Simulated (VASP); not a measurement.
Ba3O:

```xyz
4
Lattice="4.9021 0.0000 0.0000 0.0000 4.9021 0.0000 0.0000 0.0000 4.9021" Properties=species:S:1:pos:R:3 pbc="T T T"
Ba    0.0000    2.4510    2.4510
Ba    2.4510    0.0000    2.4510
Ba    2.4510    2.4510    0.0000
O     0.0000    0.0000    0.0000
```

* Program: VASP 6.6.1
* Task: relaxation of cell and atoms
* Functional: PBE
* Potentials or basis: VASP PAW PBE potentials, release 64 (Ba_sv, O)
* Cutoff: 600 eV
* k mesh: 10 × 10 × 10
* Occupations: gaussian, width 0.1 eV
* Spin: no spin polarisation

At the start: pressure 3.0 GPa; volume 29.45 Å³/atom.

Task: How do energy, volume and symmetry change on relaxing?

Result: Over 4 steps the energy falls by 45.9 meV/atom and the volume is 35.14 Å³/atom (+19.3 %); space group Pm-3m (No. 221, to 0.05 Å).

The path:
| step | energy change (eV) | largest force (eV/Å) | pressure (GPa) | volume (Å³) |
| --- | --- | --- | --- | --- |
| 1 | 0.0000 | 0.0000 | 3.01 | 117.80 |
| 2 | -0.1294 | 0.0000 | 1.38 | 127.49 |
| 3 | -0.1806 | 0.0000 | 0.29 | 137.48 |
| 4 | -0.1835 | 0.0000 | 0.01 | 140.55 |

Final structure:
```
Ba O
1.0
     5.19923    0.00000    0.00000
     0.00000    5.19923    0.00000
     0.00000    0.00000    5.19923
Ba O
3 1
Cartesian
  0.0000 2.5996 2.5996
  2.5996 0.0000 2.5996
  2.5996 2.5996 0.0000
  0.0000 0.0000 0.0000
```

Caveat: the volume moved by over 15 % at a fixed basis, so the end points are rough.
